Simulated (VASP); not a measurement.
# Ti (Cmce) in VASP: notebook

Ti is run at these levels: PBE; tasks: single point, relaxation of cell and atoms.

All numbers are computed with VASP 6.6.1; they aren't measurements. Logs are shortened: lines on timing, memory, paths and dates and some standing lists are left out, and cuts for length are marked.

**1. The cell of the first run**

The structure is orthorhombic, space group Cmce (No. 64). The conventional cell has a = 3.237 Å, b = 10.269 Å, c = 4.284 Å, α = 90.00°, β = 90.00°, γ = 90.00°. Within 2.8 Å of Ti (site symmetry m) lie 3 Ti at 2.12 to 2.16 Å.

**2. Single point, PBE**

File INCAR:

```
PREC = Accurate
ENCUT = 520
EDIFF = 1E-7
ISMEAR = 0
SIGMA = 0.1
LREAL = False
LASPH = True
NELM = 80
ALGO = Normal
ISIF = 2
LWAVE = False
LCHARG = False
GGA = PE
NBANDS = 32
```

File KPOINTS:

```
Automatic mesh
0
Gamma
  6 6 4
```

File POSCAR:

```
Ti
1.0
    1.6185514997     -5.1343778691      0.0000000000
    1.6185514997      5.1343778691      0.0000000000
    0.0000000000      0.0000000000      4.2835381079
Ti
4
Direct
    0.0980000000      0.9020000000      0.9100000000
    0.5980000000      0.4020000000      0.5900000000
    0.9020000000      0.0980000000      0.0900000000
    0.4020000000      0.5980000000      0.4100000000
```

Potentials or basis: VASP PAW PBE potentials, release 64 (Ti_sv).

The run is started by

```bash
$ cat potpaw_PBE.64/Ti_sv/POTCAR > POTCAR
$ mpirun -np 1 vasp_std > vasp.out
```

OUTCAR:

```text
PREC = Accurate
   ENCUT = 520
   EDIFF = 1E-7
   ISMEAR = 0
   LREAL = False
   LASPH = True
   NELM = 80
   ISIF = 2
   GGA = PE

 ion  position               nearest neighbor table
   1  0.098  0.902  0.910-   2 2.12   2 2.12   3 2.16
   2  0.598  0.402  0.590-   1 2.12   1 2.12   4 2.16
   3  0.902  0.098  0.090-   4 2.12   4 2.12   1 2.16
   4  0.402  0.598  0.410-   3 2.12   3 2.12   2 2.16

  LATTYP: Found a base centered orthorhombic cell.
 ALAT       =     3.2371029994
 B/A-ratio  =     3.1722054380
 C/A-ratio  =     1.3232628399

  Lattice vectors:

 A1 = (   1.6185514997,  -5.1343778691,   0.0000000000)
 A2 = (   1.6185514997,   5.1343778691,   0.0000000000)
 A3 = (   0.0000000000,   0.0000000000,   4.2835381079)

Analysis of symmetry for initial positions (statically):
=====================================================================
 Subroutine PRICEL returns:
 Original cell was already a primitive cell.

 Routine SETGRP: Setting up the symmetry group for a
 base centered orthorhombic supercell.

 Subroutine GETGRP returns: Found  8 space group operations
 (whereof  4 operations were pure point group operations)
 out of a pool of  8 trial point group operations.

The static configuration has the point symmetry C_2h.
 The point group associated with its full space group is D_2h.

Analysis of symmetry for dynamics (positions and initial velocities):
=====================================================================
 Subroutine PRICEL returns:
 Original cell was already a primitive cell.

 Routine SETGRP: Setting up the symmetry group for a
 base centered orthorhombic supercell.

 Subroutine GETGRP returns: Found  8 space group operations
 (whereof  4 operations were pure point group operations)
 out of a pool of  8 trial point group operations.

The dynamic configuration has the point symmetry C_2h.
 The point group associated with its full space group is D_2h.

 Subroutine INISYM returns: Found  8 space group operations
 (whereof  4 operations are pure point group operations),
 and found     1 'primitive' translations

----------------------------------------------------------------------------------------

                                     Primitive cell

  volume of cell :      71.1946

  direct lattice vectors                    reciprocal lattice vectors
     1.618551500 -5.134377869  0.000000000     0.308918190 -0.097382782  0.000000000
     1.618551500  5.134377869  0.000000000     0.308918190  0.097382782  0.000000000
     0.000000000  0.000000000  4.283538108     0.000000000  0.000000000  0.233451874

  length of vectors
     5.383451036  5.383451036  4.283538108     0.323904082  0.323904082  0.233451874

  position of ions in fractional coordinates (direct lattice)
     0.098000000  0.902000000  0.910000000
     0.598000000  0.402000000  0.590000000
     0.902000000  0.098000000  0.090000000
     0.402000000  0.598000000  0.410000000

  ion indices of the primitive-cell ions
   primitive index   ion index
                 1           1
                 2           2
                 3           3
                 4           4

----------------------------------------------------------------------------------------

 KPOINTS: Automatic mesh

Automatic generation of k-mesh.
 Grid dimensions read from file:
 generate k-points for:    6    6    4

 Generating k-lattice:

  Cartesian coordinates                     Fractional coordinates (reciprocal lattice)
     0.051486365 -0.016230464  0.000000000     0.166666667  0.000000000  0.000000000
     0.051486365  0.016230464  0.000000000     0.000000000  0.166666667  0.000000000
     0.000000000  0.000000000  0.058362969     0.000000000  0.000000000  0.250000000

  Length of vectors
     0.053984014  0.053984014  0.058362969

  Shift w.r.t. Gamma in fractional coordinates (k-lattice)
     0.000000000  0.000000000  0.000000000

 Subroutine IBZKPT returns following result:
 ===========================================

 Found     39 irreducible k-points:

 Following reciprocal coordinates:
            Coordinates               Weight
  0.000000  0.000000  0.000000      1.000000
  0.166667 -0.000000  0.000000      4.000000
  0.333333  0.000000  0.000000      4.000000
  0.500000 -0.000000  0.000000      2.000000
  0.166667  0.166667  0.000000      2.000000
  0.333333  0.166667  0.000000      4.000000
[... 16 lines left out ...]
  0.333333  0.333333  0.250000      4.000000
  0.500000  0.333333  0.250000      8.000000
 [... further k-points ...]
   k-points           NKPTS =     39   k-points in BZ     NKDIM =     39   number of bands    NBANDS=     32
   number of dos      NEDOS =    301   number of ions     NIONS =      4
   total plane-waves  NPLWV =  51200
   dimension x,y,z NGX =    40 NGY =   40 NGZ =   32
   dimension x,y,z NGXF=    80 NGYF=   80 NGZF=   64
   ions per type =               4
   NGX,Y,Z   is equivalent  to a cutoff of  12.35, 12.35, 12.42 a.u.
   NGXF,Y,Z  is equivalent  to a cutoff of  24.70, 24.70, 24.84 a.u.
 SYSTEM =  unknown system
   PREC   = accura    normal or accurate (medium, high low for compatibility)
   ISTART =      0    job   : 0-new  1-cont  2-samecut
   ICHARG =      2    charge: 1-file 2-atom 10-const
   ISPIN  =      1    spin polarized calculation?
   LNONCOLLINEAR =      F non collinear calculations
   LSORBIT =      F    spin-orbit coupling
   LASPH  =      T    aspherical Exc in radial PAW
   ENCUT  =  520.0 eV  38.22 Ry    6.18 a.u.  10.01 10.01  7.96*2*pi/ulx,y,z
   NELM   =     80;   NELMIN=  2; NELMDL= -5     # of ELM steps
   EDIFF  = 0.1E-06   stopping-criterion for ELM
   LREAL  =      F    real-space projection
   EDIFFG = 0.1E-05   stopping-criterion for IOM
   NSW    =      0    number of steps for IOM
   IBRION =     -1    ionic relax: 0-MD 1-quasi-New 2-CG
   NFREE  =      0    steps in history (QN), initial steepest desc. (CG)
   ISIF   =      2    stress and relaxation
   ISYM   =      2    0-nonsym 1-usesym 2-fastsym
   POTIM  = 0.5000    time-step for ionic-motion
   TEBEG  =    0.0;   TEEND  =   0.0 temperature during run
   PSTRESS=    0.0 pullay stress
   NELECT =      48.0000    total number of electrons
   NUPDOWN=      -1.0000    fix difference up-down
   EMIN   =  10.00;   EMAX   =-10.00  energy-range for DOS
   EFERMI =   0.00;   METHOD = LEGACY
   ISMEAR =     0;   SIGMA  =   0.10  broadening in eV -4-tet -1-fermi 0-gaus
   EFERMI_NEDOS =   21; number of points for ismear=-14 and -15
   IALGO  =     38    algorithm
   IMIX   =      4    mixing-type and parameters
     AMIX     =   0.40;   BMIX     =  1.00
     AMIX_MAG =   1.60;   BMIX_MAG =  1.00
  volume/ion in A,a.u.               =      17.80       120.11
  Fermi-wavevector in a.u.,A,eV,Ry     =   1.435510  2.712721 28.037379  2.060689
  Thomas-Fermi vector in A             =   2.554801
   LORBIT       =      0    0 simple, 1 ext, 2 COOP (PROOUT), +10 PAW based schemes
   GGA     = PE    functional components
   LHFCALC =     F    Hartree Fock is set to
   AEXX    =    0.0000 exact exchange contribution
   IVDW    =     0    specifies the selected vdW correction
   LEPSILON=     F    determine dielectric tensor
   LRPA    =     F    only Hartree local field effects (RPA)
 non-spin polarized calculation
 Gauss-broadening in eV      SIGMA  =   0.10
  energy-cutoff  :      520.00
  volume of cell :       71.19
 maximum number of plane-waves:      1934
   NGX = 21   NGY = 21   NGZ = 15

 number of electron      47.9999995 magnetization

 Free energy of the ion-electron system (eV)
  ---------------------------------------------------
  ext. energy  EPLUGINS =         0.00000000
  ---------------------------------------------------
  free energy    TOTEN  =       -24.02931605 eV

  energy without entropy =      -23.98877461  energy(sigma->0) =      -24.00904533

 E-fermi :   7.8272     XC(G=0): -11.0125

 val. band max:        7.8259245423   @ k =   0.3333   0.1667   0.2500
 cond. band min:       7.8288715145   @ k =  -0.3333   0.1667   0.0000
 fundamental gap:      0.0029469723
 Fermi energy:         7.8272406804

 k-point     1 :       0.0000    0.0000    0.0000
  band No.  band energies     occupation
      1     -49.2357      2.00000
      2     -48.8093      2.00000
      3     -48.2335      2.00000
      4     -47.7903      2.00000
      5     -26.3224      2.00000
      6     -26.1202      2.00000
[... 24 lines left out ...]
     31      10.0937      0.00000
     32      10.1312      0.00000

 k-point     2 :       0.1667   -0.0000    0.0000
  band No.  band energies     occupation
      1     -49.1686      2.00000
      2     -48.7421      2.00000
      3     -48.3003      2.00000
      4     -47.8594      2.00000
      5     -26.3004      2.00000
      6     -26.2063      2.00000
[... 24 lines left out ...]
     31      10.0826      0.00000
     32      10.6752      0.00000

 k-point     3 :       0.3333    0.0000    0.0000
  band No.  band energies     occupation
      1     -48.9852      2.00000
      2     -48.5577      2.00000
      3     -48.4834      2.00000
      4     -48.0478      2.00000
      5     -26.3135      2.00000
      6     -26.2765      2.00000
[... 24 lines left out ...]
     31       9.5854      0.00000
     32      10.2839      0.00000

 k-point     4 :       0.5000   -0.0000    0.0000
  band No.  band energies     occupation
      1     -48.7342      2.00000
      2     -48.7342      2.00000
      3     -48.3037      2.00000
      4     -48.3037      2.00000
      5     -26.3115      2.00000
      6     -26.3115      2.00000
[... 24 lines left out ...]
     31       9.8204      0.00000
     32       9.8204      0.00000

 k-point     5 :       0.1667    0.1667    0.0000
  band No.  band energies     occupation
      1     -48.9858      2.00000
      2     -48.5571      2.00000
      3     -48.4834      2.00000
      4     -48.0478      2.00000
      5     -26.3123      2.00000
      6     -26.2791      2.00000
[... 584 lines left out ...]
     31      10.1741      0.00000
     32      10.8937      0.00000

 k-point    22 :      -0.1667    0.1667    0.2500
  band No.  band energies     occupation
      1     -49.1877      2.00000
      2     -48.8996      2.00000
      3     -48.1417      2.00000
      4     -47.8410      2.00000
      5     -26.2262      2.00000
      6     -26.0804      2.00000
[... 24 lines left out ...]
     31      10.4674      0.00000
     32      10.7687      0.00000

 k-point    23 :       0.3333    0.3333    0.2500
  band No.  band energies     occupation
      1     -48.9477      2.00000
      2     -48.7001      2.00000
      3     -48.3410      2.00000
      4     -48.0851      2.00000
      5     -26.3133      2.00000
      6     -26.2412      2.00000
[... 24 lines left out ...]
     31      10.3955      0.00000
     32      10.4464      0.00000

 k-point    24 :       0.5000    0.3333    0.2500
  band No.  band energies     occupation
      1     -49.1214      2.00000
      2     -48.8402      2.00000
      3     -48.2019      2.00000
      4     -47.9079      2.00000
      5     -26.2185      2.00000
      6     -26.1903      2.00000
[... 24 lines left out ...]
     31      10.3991      0.00000
     32      10.7905      0.00000

 [... further k-points ...]

------------------------ aborting loop because EDIFF is reached ----------------------------------------

  FORCE on cell =-STRESS in cart. coord.  units (eV):
  Direction    XX          YY          ZZ          XY          YZ          ZX
  --------------------------------------------------------------------------------------
  -------------------------------------------------------------------------------------
  Total        5.8399811      2.8798934      5.0282630      0.0000000      0.0000000      0.0000000
  in kB      131.4241106     64.8096996    113.1570413      0.0000000      0.0000000      0.0000000
  external PRESSURE =     103.1302838 kB  Pullay stress =       0.0000000 kB

 VOLUME and BASIS-vectors are now :
 -----------------------------------------------------------------------------
  energy-cutoff  :      520.00
  volume of cell :       71.19
      direct lattice vectors                 reciprocal lattice vectors
     1.618551500 -5.134377869  0.000000000     0.308918190 -0.097382782  0.000000000
     1.618551500  5.134377869  0.000000000     0.308918190  0.097382782  0.000000000
     0.000000000  0.000000000  4.283538108     0.000000000  0.000000000  0.233451874

 POSITION                                       TOTAL-FORCE (eV/Angst)
 -----------------------------------------------------------------------------------
      1.61855      4.12804      3.89802         0.000000     -2.564110      2.891690
      1.61855     -1.00634      2.52729         0.000000     -2.564110     -2.891690
      1.61855     -4.12804      0.38552         0.000000      2.564110     -2.891690
      1.61855      1.00634      1.75625         0.000000      2.564110      2.891690
 -----------------------------------------------------------------------------------
    total drift:                                0.000000      0.000000      0.000000

  FREE ENERGIE OF THE ION-ELECTRON SYSTEM (eV)
  ---------------------------------------------------
  free  energy   TOTEN  =       -24.0293160512 eV

  energy  without entropy=      -23.9887746086  energy(sigma->0) =      -24.00904533
```

It took 40 s on 1 thread of Intel Xeon 6975P-C (Granite Rapids), shared host; peak memory 0.24 GiB.

Results:

| Property | Result |
| --- | --- |
| Free energy | -24.0293 eV |
| Pressure | 10.3 GPa |
| Largest force | 3.865 eV/Å |
| Band gap on the k mesh | zero (bands 24 and 25 overlap by 0.85 eV) |

Forces on the atoms (eV/Å):
```
Ti   0.000 -2.564  2.892
Ti   0.000 -2.564 -2.892
Ti   0.000  2.564 -2.892
Ti   0.000  2.564  2.892
```

Levels at points of the mesh, in eV from the Fermi level:
```csv
k point,band 21,band 22,band 23,band 24,band 25,band 26,band 27,band 28
"(0.00, 0.00, 0.00)",-1.72,-1.48,-1.10,-0.38,0.04,0.78,1.17,1.21
"(0.50, 0.00, 0.00)",-1.37,-1.37,0.45,0.45,0.57,0.57,1.23,1.23
"(0.50, 0.50, 0.00)",-2.13,-1.60,-1.23,-1.09,-0.11,0.69,0.99,1.01
"(0.00, 0.00, 0.50)",-1.28,-1.28,-0.42,-0.42,-0.34,-0.34,-0.20,-0.20
"(0.50, 0.00, 0.50)",-0.54,-0.54,-0.23,-0.23,0.97,0.97,1.01,1.01
"(0.50, 0.50, 0.50)",-1.80,-1.80,-0.48,-0.48,-0.34,-0.34,-0.20,-0.20
```

Caveat: the k points lie up to 0.37 Å⁻¹ apart, too coarse for converged energies and pressures of a metal; forces of over 1 eV/Å act on the atoms, so gaps and moduli don't describe the material at rest.

(Part 1 of 2 ends here.)
